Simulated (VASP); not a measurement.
# H4C (I-43m) in VASP: single point with r2SCAN+rVV10

Aim: the single point of H4C with r2SCAN+rVV10.

Everything below comes from runs of VASP 6.6.1. Logs are shortened: lines on timing, memory, paths and dates and some standing lists are left out, and cuts for length are marked.

## Step 1: The cell of the first run

It takes space group I-43m (No. 217, cubic). Conventional cell: a = 4.499 Å, b = 4.499 Å, c = 4.499 Å, α = 90.00°, β = 90.00°, γ = 90.00°. Within 1.5 Å of H (site symmetry 3m) lie 1 C at 1.09 Å. C (site symmetry -43m) has 4 H at 1.09 Å within 1.5 Å.

## Step 2: Single point, r2SCAN+rVV10

POSCAR reads:

```
H4C
1.0
   -2.2494676299      2.2494676299      2.2494676299
    2.2494676299     -2.2494676299      2.2494676299
    2.2494676299      2.2494676299     -2.2494676299
H C
4 1
Direct
    0.0000000000      0.0000000000      0.7204839600
    0.7204839600      0.0000000000      0.0000000000
    0.0000000000      0.7204839600      0.0000000000
    0.2795160400      0.2795160400      0.2795160400
    0.0000000000      0.0000000000      0.0000000000
```

INCAR.step1 reads:

```
SYSTEM = H4C
  ALGO = Normal
  EDIFF = 1E-4
  ENCUT = 520
  GGA = PE
  ISMEAR = -1
  LASPH = .True.
  LCHARG = .False.
  LREAL = .False.
  LWAVE = .True.
  NBANDS = 12
  NELM = 80
  PREC = Accurate
  SIGMA = 0.03
```

INCAR.step2 reads:

```
SYSTEM = H4C
  ALGO = Normal
  BPARAM = 11.95
  CPARAM = 0.0093
  EDIFF = 1E-6
  ENCUT = 520
  ISIF = 2
  ISMEAR = -1
  ISTART = 1
  IVDW_NL = 2
  LASPH = .True.
  LCHARG = .False.
  LMIXTAU = .True.
  LREAL = .False.
  LUSE_VDW = .True.
  LWAVE = .False.
  METAGGA = R2SCAN
  NBANDS = 12
  NELM = 80
  PREC = Accurate
  SIGMA = 0.03
```

KPOINTS reads:

```
k-points
0
Gamma
  6 6 6
  0 0 0
```

Potentials or basis: VASP PAW PBE potentials, release 64 (H, C).

Started as:

```
cat potpaw_PBE.64/H/POTCAR potpaw_PBE.64/C/POTCAR > POTCAR
cp INCAR.step1 INCAR
mpirun -np 1 vasp_std > vasp.out
cp INCAR.step2 INCAR
mpirun -np 1 vasp_std > vasp.out
```

OUTCAR:

```text
SYSTEM = H4C
   BPARAM = 11.95
   EDIFF = 1E-6
   ENCUT = 520
   ISIF = 2
   ISMEAR = -1
   ISTART = 1
   IVDW_NL = 2
   LASPH = .True.
   LREAL = .False.
   METAGGA = R2SCAN
   NELM = 80
   PREC = Accurate

 ion  position               nearest neighbor table
   1  0.000  0.000  0.720-   5 1.09
   2  0.720  0.000  0.000-   5 1.09
   3  0.000  0.720  0.000-   5 1.09
   4  0.280  0.280  0.280-   5 1.09
   5  0.000  0.000  0.000-   1 1.09   2 1.09   3 1.09   4 1.09

  LATTYP: Found a body centered cubic cell.
 ALAT       =     4.4989352598

  Lattice vectors:

 A1 = (  -2.2494676299,   2.2494676299,   2.2494676299)
 A2 = (   2.2494676299,  -2.2494676299,   2.2494676299)
 A3 = (   2.2494676299,   2.2494676299,  -2.2494676299)

Analysis of symmetry for initial positions (statically):
=====================================================================
 Subroutine PRICEL returns:
 Original cell was already a primitive cell.

 Routine SETGRP: Setting up the symmetry group for a
 body centered cubic supercell.

 Subroutine GETGRP returns: Found 24 space group operations
 (whereof 24 operations were pure point group operations)
 out of a pool of 48 trial point group operations.

The static configuration has the point symmetry T_d .

Analysis of symmetry for dynamics (positions and initial velocities):
=====================================================================
 Subroutine PRICEL returns:
 Original cell was already a primitive cell.

 Routine SETGRP: Setting up the symmetry group for a
 body centered cubic supercell.

 Subroutine GETGRP returns: Found 24 space group operations
 (whereof 24 operations were pure point group operations)
 out of a pool of 48 trial point group operations.

The dynamic configuration has the point symmetry T_d .

 Subroutine INISYM returns: Found 24 space group operations
 (whereof 24 operations are pure point group operations),
 and found     1 'primitive' translations

----------------------------------------------------------------------------------------

                                     Primitive cell

  volume of cell :      45.5302

  direct lattice vectors                    reciprocal lattice vectors
    -2.249467630  2.249467630  2.249467630     0.000000000  0.222274814  0.222274814
     2.249467630 -2.249467630  2.249467630     0.222274814  0.000000000  0.222274814
     2.249467630  2.249467630 -2.249467630     0.222274814  0.222274814  0.000000000

  length of vectors
     3.896192225  3.896192225  3.896192225     0.314344057  0.314344057  0.314344057

  position of ions in fractional coordinates (direct lattice)
     0.000000000  0.000000000  0.720483960
     0.720483960  0.000000000  0.000000000
     0.000000000  0.720483960  0.000000000
     0.279516040  0.279516040  0.279516040
     0.000000000  0.000000000  0.000000000

  ion indices of the primitive-cell ions
   primitive index   ion index
                 1           1
                 2           2
                 3           3
                 4           4
                 5           5

----------------------------------------------------------------------------------------

 KPOINTS: k-points

Automatic generation of k-mesh.
 Grid dimensions read from file:
 generate k-points for:    6    6    6

 Generating k-lattice:

  Cartesian coordinates                     Fractional coordinates (reciprocal lattice)
     0.000000000  0.037045802  0.037045802     0.166666667  0.000000000  0.000000000
     0.037045802  0.000000000  0.037045802     0.000000000  0.166666667  0.000000000
     0.037045802  0.037045802  0.000000000     0.000000000  0.000000000  0.166666667

  Length of vectors
     0.052390676  0.052390676  0.052390676

  Shift w.r.t. Gamma in fractional coordinates (k-lattice)
     0.000000000  0.000000000  0.000000000

 Subroutine IBZKPT returns following result:
 ===========================================

 Found     16 irreducible k-points:

 Following reciprocal coordinates:
            Coordinates               Weight
  0.000000  0.000000  0.000000      1.000000
  0.166667  0.000000  0.000000     12.000000
  0.333333  0.000000  0.000000     12.000000
  0.500000  0.000000  0.000000      6.000000
  0.166667  0.166667  0.000000     24.000000
  0.333333  0.166667  0.000000     48.000000
[... 8 lines left out ...]
  0.500000  0.500000  0.333333     12.000000
  0.500000  0.500000  0.500000      1.000000
   k-points           NKPTS =     16   k-points in BZ     NKDIM =     16   number of bands    NBANDS=     12
   number of dos      NEDOS =    301   number of ions     NIONS =      5
   total plane-waves  NPLWV =  27000
   dimension x,y,z NGX =    30 NGY =   30 NGZ =   30
   dimension x,y,z NGXF=    60 NGYF=   60 NGZF=   60
   ions per type =               4   1
   NGX,Y,Z   is equivalent  to a cutoff of  12.80, 12.80, 12.80 a.u.
   NGXF,Y,Z  is equivalent  to a cutoff of  25.60, 25.60, 25.60 a.u.
 SYSTEM =  H4C
   PREC   = accura    normal or accurate (medium, high low for compatibility)
   ISTART =      1    job   : 0-new  1-cont  2-samecut
   ICHARG =      0    charge: 1-file 2-atom 10-const
   ISPIN  =      1    spin polarized calculation?
   LNONCOLLINEAR =      F non collinear calculations
   LSORBIT =      F    spin-orbit coupling
   LASPH  =      T    aspherical Exc in radial PAW
   ENCUT  =  520.0 eV  38.22 Ry    6.18 a.u.   7.24  7.24  7.24*2*pi/ulx,y,z
   NELM   =     80;   NELMIN=  2; NELMDL=  0     # of ELM steps
   EDIFF  = 0.1E-05   stopping-criterion for ELM
   LREAL  =      F    real-space projection
[... 7 lines left out ...]
   TEBEG  =    0.0;   TEEND  =   0.0 temperature during run
   PSTRESS=    0.0 pullay stress
   NELECT =       8.0000    total number of electrons
   NUPDOWN=      -1.0000    fix difference up-down
   EMIN   =  10.00;   EMAX   =-10.00  energy-range for DOS
   EFERMI =   0.00;   METHOD = LEGACY
   ISMEAR =    -1;   SIGMA  =   0.03  broadening in eV -4-tet -1-fermi 0-gaus
   EFERMI_NEDOS =   21; number of points for ismear=-14 and -15
   IALGO  =     38    algorithm
   IMIX   =      4    mixing-type and parameters
     AMIX     =   0.40;   BMIX     =  1.00
     AMIX_MAG =   1.60;   BMIX_MAG =  1.00
  volume/ion in A,a.u.               =       9.11        61.45
  Fermi-wavevector in a.u.,A,eV,Ry     =   0.916935  1.732755 11.439360  0.840769
  Thomas-Fermi vector in A             =   2.041847
   LORBIT       =      0    0 simple, 1 ext, 2 COOP (PROOUT), +10 PAW based schemes
   METAGGA = R2SCAN    functional components
   LHFCALC =     F    Hartree Fock is set to
   AEXX    =    0.0000 exact exchange contribution
   IVDW_NL    =     2    kernel type
   BPARAM     =11.9500
   IVDW    =     0    specifies the selected vdW correction
   LEPSILON=     F    determine dielectric tensor
   LRPA    =     F    only Hartree local field effects (RPA)
 non-spin polarized calculation
  energy-cutoff  :      520.00
  volume of cell :       45.53
 maximum number of plane-waves:      1264
 NGX is ok and might be reduce to    30
   NGX = 15   NGY = 15   NGZ = 15

 number of electron       7.9999998 magnetization

 Free energy of the ion-electron system (eV)
  ---------------------------------------------------
  ext. energy  EPLUGINS =         0.00000000
  ---------------------------------------------------
  free energy    TOTEN  =       -24.77206101 eV

  energy without entropy =      -24.77206101  energy(sigma->0) =      -24.77206101

 E-fermi :  -5.6622     XC(G=0):  -7.0786

 val. band max:       -6.3964688115   @ k =   0.0000   0.0000   0.0000
 cond. band min:       2.0278417499   @ k =   0.0000   0.0000   0.0000
 fundamental gap:      8.4243105614
 Fermi energy:        -5.6622048993

 k-point     1 :       0.0000    0.0000    0.0000
  band No.  band energies     occupation
      1     -15.7356      2.00000
      2      -6.3965      2.00000
      3      -6.3965      2.00000
      4      -6.3965      2.00000
      5       2.0278      0.00000
      6       6.9432      0.00000
      7       6.9432      0.00000
      8       6.9432      0.00000
      9      12.0376      0.00000
     10      12.0376      0.00000
     11      12.6904      0.00000
     12      12.6904      0.00000

 k-point     2 :       0.1667    0.0000    0.0000
  band No.  band energies     occupation
      1     -15.6197      2.00000
      2      -6.8033      2.00000
      3      -6.5299      2.00000
      4      -6.4053      2.00000
      5       2.6094      0.00000
      6       6.4275      0.00000
      7       6.6697      0.00000
      8       7.6729      0.00000
      9      10.3805      0.00000
     10      11.1301      0.00000
     11      13.9600      0.00000
     12      14.6482      0.00000

 k-point     3 :       0.3333    0.0000    0.0000
  band No.  band energies     occupation
      1     -15.3677      2.00000
      2      -7.5571      2.00000
      3      -6.7786      2.00000
      4      -6.4232      2.00000
      5       3.6012      0.00000
      6       5.6816      0.00000
      7       6.2002      0.00000
      8       9.5736      0.00000
      9      10.6387      0.00000
     10      10.9421      0.00000
     11      13.7628      0.00000
     12      15.1273      0.00000

 k-point     4 :       0.5000    0.0000    0.0000
  band No.  band energies     occupation
      1     -15.2294      2.00000
      2      -7.9171      2.00000
      3      -6.8950      2.00000
      4      -6.4324      2.00000
      5       3.8535      0.00000
      6       5.3860      0.00000
      7       6.3816      0.00000
      8      11.0709      0.00000
      9      11.1898      0.00000
     10      11.6057      0.00000
     11      12.0581      0.00000
     12      13.9185      0.00000

 k-point     5 :       0.1667    0.1667    0.0000
  band No.  band energies     occupation
      1     -15.4340      2.00000
      2      -7.3108      2.00000
      3      -6.7107      2.00000
      4      -6.5050      2.00000
      5       3.4934      0.00000
      6       5.9919      0.00000
      7       6.0445      0.00000
      8       9.0214      0.00000
      9       9.6838      0.00000
     10      12.1286      0.00000
     11      14.0603      0.00000
     12      14.6825      0.00000
[... 108 lines left out ...]
      1     -15.1076      2.00000
      2      -7.6297      2.00000
      3      -7.3037      2.00000
      4      -6.8028      2.00000
      5       5.1062      0.00000
      6       5.6521      0.00000
      7       6.2636      0.00000
      8       8.7146      0.00000
      9       9.7516      0.00000
     10      11.0517      0.00000
     11      13.8796      0.00000
     12      15.3185      0.00000

 k-point    14 :      -0.3333    0.3333    0.3333
  band No.  band energies     occupation
      1     -15.0817      2.00000
      2      -7.4143      2.00000
      3      -7.2083      2.00000
      4      -7.2083      2.00000
      5       4.9958      0.00000
      6       5.6811      0.00000
      7       7.8209      0.00000
      8       7.8209      0.00000
      9       9.2137      0.00000
     10       9.7952      0.00000
     11      15.2940      0.00000
     12      15.2940      0.00000

 k-point    15 :       0.5000    0.5000    0.3333
  band No.  band energies     occupation
      1     -14.9776      2.00000
      2      -7.5890      2.00000
      3      -7.3376      2.00000
      4      -7.2260      2.00000
      5       5.1516      0.00000
      6       5.2519      0.00000
      7       7.9265      0.00000
      8       8.0771      0.00000
      9       9.7823      0.00000
     10      11.3427      0.00000
     11      12.9792      0.00000
     12      13.9223      0.00000

 k-point    16 :       0.5000    0.5000    0.5000
  band No.  band energies     occupation
      1     -14.8870      2.00000
      2      -7.4707      2.00000
      3      -7.4707      2.00000
      4      -7.4707      2.00000
      5       4.8432      0.00000
      6       4.8432      0.00000
      7       9.3780      0.00000
      8       9.3780      0.00000
      9       9.3780      0.00000
     10      12.4962      0.00000
     11      12.7590      0.00000
     12      12.7590      0.00000

------------------------ aborting loop because EDIFF is reached ----------------------------------------

  FORCE on cell =-STRESS in cart. coord.  units (eV):
  Direction    XX          YY          ZZ          XY          YZ          ZX
  --------------------------------------------------------------------------------------
  -------------------------------------------------------------------------------------
  Total        0.0140215      0.0140215      0.0140215      0.0000000      0.0000000      0.0000000
  in kB        0.4934081      0.4934081      0.4934081      0.0000000      0.0000000      0.0000000
  external PRESSURE =       0.4934081 kB  Pullay stress =       0.0000000 kB

 VOLUME and BASIS-vectors are now :
 -----------------------------------------------------------------------------
  energy-cutoff  :      520.00
  volume of cell :       45.53
      direct lattice vectors                 reciprocal lattice vectors
    -2.249467630  2.249467630  2.249467630     0.000000000  0.222274814  0.222274814
     2.249467630 -2.249467630  2.249467630     0.222274814  0.000000000  0.222274814
     2.249467630  2.249467630 -2.249467630     0.222274814  0.222274814  0.000000000

 POSITION                                       TOTAL-FORCE (eV/Angst)
 -----------------------------------------------------------------------------------
      1.62071      1.62071     -1.62071        -0.033510     -0.033510      0.033510
     -1.62071      1.62071      1.62071         0.033510     -0.033510     -0.033510
      1.62071     -1.62071      1.62071        -0.033510      0.033510     -0.033510
      0.62876      0.62876      0.62876         0.033510      0.033510      0.033510
      0.00000      0.00000      0.00000        -0.000000     -0.000000     -0.000000
 -----------------------------------------------------------------------------------
    total drift:                                0.000000      0.000000     -0.000000

  FREE ENERGIE OF THE ION-ELECTRON SYSTEM (eV)
  ---------------------------------------------------
  free  energy   TOTEN  =       -24.7720610102 eV

  energy  without entropy=      -24.7720610102  energy(sigma->0) =      -24.77206101
```

It took 88 s on 1 thread of Intel Xeon Platinum 8259CL at 2.50GHz (Skylake/Cascade Lake), shared host; peak memory 0.27 GiB.

What came out:

| Property | Result |
| --- | --- |
| Free energy | -24.7721 eV |
| Pressure | 0.0 GPa |
| Largest force | 0.058 eV/Å |
| Band gap on the k mesh | 8.42 eV |

Forces in eV/Å, atoms in the order of the input:
```
H   -0.034 -0.034  0.034
H    0.034 -0.034 -0.034
H   -0.034  0.034 -0.034
H    0.034  0.034  0.034
C    0.000  0.000  0.000
```

Levels at points of the mesh, in eV from the valence-band top:
| k point | band 1 | band 2 | band 3 | band 4 | band 5 | band 6 | band 7 | band 8 |
| --- | --- | --- | --- | --- | --- | --- | --- | --- |
| (0.00, 0.00, 0.00) | -9.34 | 0.00 | 0.00 | 0.00 | 8.42 | 13.34 | 13.34 | 13.34 |
| (0.50, 0.00, 0.00) | -8.83 | -1.52 | -0.50 | -0.04 | 10.25 | 11.78 | 12.78 | 17.47 |
| (0.50, 0.50, 0.50) | -8.49 | -1.07 | -1.07 | -1.07 | 11.24 | 11.24 | 15.77 | 15.77 |

Caveat: the PAW data sets were made with another functional, which shifts forces and pressure a little.
